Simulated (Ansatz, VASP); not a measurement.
**Ag: VASP beside Ansatz**

```xyz
1
Lattice="-1.6547 1.6547 1.6547 1.6547 -1.6547 1.6547 1.6547 1.6547 -1.6547" Properties=species:S:1:pos:R:3 pbc="T T T"
Ag    0.0000    0.0000    0.0000
```

Alike in both runs: task single point; functional PBEsol; k mesh 15 × 15 × 15; occupations fermi-dirac, width 0.1 eV; no spin polarisation.

```csv
,VASP,Ansatz
version,VASP 6.6.1,Ansatz 0.2.0
potentials or method,"VASP PAW PBE potentials, release 64 (Ag), cutoff 520 eV","plane waves (420 eV) with PAW, scalar-relativistic"
valence electrons in the cell,11,19
```

```tsv
	VASP	Ansatz	Ansatz less VASP
pressure (GPa)	-7.4	-7.2	+0.13
```

VASP's potentials were made for PBE, not for PBEsol, and Ansatz warns of the same on its side. VASP's potentials hold 11 valence electrons a cell and Ansatz's 19, so a difference there can come from the potentials and not from the codes.
